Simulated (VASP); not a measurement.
Crystal: TaN.

```
Ta N
1.0
     3.89595    0.00000    0.00000
    -1.94798    3.37399    0.00000
     0.00000    0.00000    3.92074
Ta N
2 2
Direct
  0.33333 0.66667 0.03402
  0.66667 0.33333 0.96598
  0.00000 0.00000 0.65791
  0.00000 0.00000 0.34209
```

The cell was generated, and may not be a known phase.

```yaml
Program: VASP 6.6.1
Task: relaxation of cell and atoms
Functional: PBE
Potentials_or_basis: VASP PAW PBE potentials, release 64 (Ta_sv_GW, N)
Cutoff: 700 eV
k_mesh: 6 × 6 × 4
Occupations: gaussian, width 0.1 eV
Spin: no spin polarisation
```

At the start: pressure 34.7 GPa; volume 12.88 Å³/atom.

Task: Where does the relaxation end?

Result: Over 44 steps the energy falls by 2626.3 meV/atom and the volume is 14.73 Å³/atom (+14.3 %); space group P-3m1 (No. 164, to 0.1 Å) before and after.

The path:
| step | energy change (eV) | largest force (eV/Å) | pressure (GPa) | volume (Å³) |
| --- | --- | --- | --- | --- |
| 1 | 0.0000 | 2.9488 | 34.72 | 51.54 |
| 3 | -1.3949 | 2.4622 | -4.71 | 61.80 |
| 5 | -2.2649 | 2.1157 | 0.24 | 63.72 |
| 7 | -2.6403 | 2.5855 | -8.03 | 64.93 |
| 9 | -2.7351 | 1.7095 | -5.77 | 64.41 |
| 11 | -2.8011 | 1.4220 | -1.34 | 63.41 |
| 13 | -2.9782 | 1.6084 | -0.87 | 61.14 |
| 15 | -3.1568 | 5.0158 | 16.81 | 50.63 |
| 17 | -3.3051 | 5.6798 | 18.52 | 49.84 |
| 19 | -4.6856 | 7.8186 | 29.28 | 46.09 |
| 21 | -5.8574 | 5.4177 | 61.56 | 42.19 |
| 23 | -6.0292 | 3.1017 | 75.53 | 41.32 |
| 25 | -6.3574 | 1.7989 | 72.56 | 41.80 |
| 27 | -8.0650 | 1.0772 | 23.83 | 47.37 |
| 29 | -8.4431 | 1.6247 | -3.71 | 52.83 |
| 31 | -8.5149 | 1.8857 | -2.26 | 52.60 |
| 33 | -9.2527 | 2.6992 | -1.67 | 54.28 |
| 35 | -9.8334 | 0.7879 | 18.26 | 59.26 |
| 37 | -10.4277 | 0.5388 | -3.23 | 61.27 |
| 39 | -10.4605 | 0.5043 | -1.41 | 60.20 |
| 41 | -10.4962 | 0.1643 | 2.40 | 58.26 |
| 43 | -10.5022 | 0.1158 | 0.71 | 58.72 |
| 44 | -10.5050 | 0.0088 | 0.11 | 58.92 |

Final structure:
```
CELL_PARAMETERS angstrom
3.41672 0.00000 0.00000
-1.70836 2.95896 0.00000
0.00000 0.00000 5.82756
ATOMIC_POSITIONS crystal
Ta 0.33333 0.66667 0.26369
Ta 0.66667 0.33333 0.73631
N 0.00000 0.00000 0.75305
N 0.00000 0.00000 0.24695
```

Caveat: the k points lie up to 0.35 Å⁻¹ apart in the final cell, too coarse for converged energies and pressures of a metal; the standard files for N, O and F lose accuracy on very short bonds; a cell axis changed by over 15 % at a fixed basis, so the end point is rough.
